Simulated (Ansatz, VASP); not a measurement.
One calculation of PbS, two programs

```
Pb S
1.0
     0.00000    2.98723    2.98723
     2.97230    0.00000    2.98723
     2.97230    2.98723    0.00000
Pb S
1 1
Direct
  0.00000 0.00000 0.00000
  0.50000 0.50000 0.50000
```

Change from the starting cell: uniaxial_x strain -0.5%.

Alike in both runs: task single point; functional r2SCAN; k mesh 8 × 8 × 8; no spin polarisation.

```csv
,VASP,Ansatz
version,VASP 6.6.1,Ansatz 0.2.0
potentials or method,"VASP PAW PBE potentials, release 64 (Pb_d, S)","plane waves, PAW"
plane-wave cutoff (eV),520,500
occupations,"gaussian, width 0.01 eV",fixed
valence electrons in the cell,20,20
```

```tsv
	VASP	Ansatz	Ansatz less VASP
gap on the k mesh at the Fermi level (eV)	0.68	0.67	-0.010
pressure (GPa)	0.3	0.3	+0.02
traceless stress, the component that is largest in VASP (GPa)	0.42	0.42	-0.002
```

VASP's potentials were made for PBE, not for r2SCAN.

Neither program's run includes spin-orbit coupling.
